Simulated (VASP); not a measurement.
Wanted: the native input for a VASP 6.6.1 run.

```yaml
Task: single point
Functional: LDA
Potentials_or_basis: VASP PAW LDA potentials, release 64 (Hf_pv, N)
Cutoff: 520 eV
k_mesh: 9 × 9 × 9
Occupations: fermi-dirac, width 0.05 eV
Spin: no spin polarisation
Dipole_correction: no
Further_INCAR_settings: ALGO = Normal; EDIFF = 1e-06; NBANDS = 14
```

The structure of HfN lies in POSCAR:

```
HfN
1.0
    0.0000000000      2.4710795731      2.4710795731
    2.4710795731      0.0000000000      2.4710795731
    2.4710795731      2.4710795731      0.0000000000
Hf N
1 1
Direct
    0.0000000000      0.0000000000      0.0000000000
    0.2500000000      0.2500000000      0.2500000000
```

This cell differs from its parent crystal: volume scaled by 1.02.

These files were run (other wordings do the same):

INCAR

```
PREC = Accurate
ENCUT = 520
EDIFF = 1E-6
ISMEAR = -1
SIGMA = 0.05
LREAL = False
LASPH = True
NELM = 100
ALGO = Normal
ISIF = 2
LWAVE = False
LCHARG = False
GGA = CA
NBANDS = 14
```

KPOINTS

```
Automatic mesh
0
Gamma
  9 9 9
```

Potentials or basis: VASP PAW LDA potentials, release 64 (Hf_pv, N).

The run is started by

```bash
$ cat potpaw_LDA.64/Hf_pv/POTCAR potpaw_LDA.64/N/POTCAR > POTCAR
$ mpirun -np 1 vasp_std > vasp.out
```

Results of the run:

```
Pressure : -13.3 GPa
```

Run time: 25 s on 1 thread of AMD EPYC 7R43 64-Core Processor (Zen 3) (shared host), peak memory 0.11 GiB.
